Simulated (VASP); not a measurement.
A run of VASP 6.6.1 is set up as follows.

File POSCAR:

```
MgS
1.0
    0.0000000000      2.6015176528      2.6015176528
    2.6015176528      0.0000000000      2.6015176528
    2.6015176528      2.6015176528      0.0000000000
Mg S
1 1
Direct
    0.0000000000      0.0000000000      0.0000000000
    0.5000000000      0.5000000000      0.5000000000
```

INCAR.step1

```
  PREC = Accurate
  ENCUT = 520
  EDIFF = 1E-5
  ISMEAR = 0
  SIGMA = 0.01
  LREAL = False
  LASPH = True
  NELM = 100
  ALGO = Normal
  ISIF = 2
  LWAVE = True
  LCHARG = False
  GGA = PE
  NBANDS = 11
```

Contents of INCAR.step2:

```
  PREC = Accurate
  ENCUT = 520
  EDIFF = 1E-7
  ISMEAR = 0
  SIGMA = 0.01
  LREAL = False
  LASPH = True
  NELM = 100
  ALGO = Normal
  ISIF = 2
  LWAVE = False
  LCHARG = False
  METAGGA = R2SCAN
  LHFCALC = True
  AEXX = 0.25
  LMIXTAU = True
  PRECFOCK = Normal
  ISTART = 1
  NBANDS = 11
```

Contents of KPOINTS:

```
regular mesh
0
Gamma
  6 6 6
```

Potentials or basis: VASP PAW PBE potentials, release 64 (Mg, S).

Command:

```sh
$ cat potpaw_PBE.64/Mg/POTCAR potpaw_PBE.64/S/POTCAR > POTCAR
$ cp INCAR.step1 INCAR
$ mpirun -np 1 vasp_std > vasp.out
$ cp INCAR.step2 INCAR
$ mpirun -np 1 vasp_std > vasp.out
```

Task: What does it give for the band gap on the k mesh?

Result: 4.91 eV, indirect (least direct gap 6.07 eV).

Task: Estimate the pressure.

Result: -1.3 GPa.

Caveat: the PAW data sets were made with another functional, which shifts forces and pressure a little. A k mesh can miss the band edges.
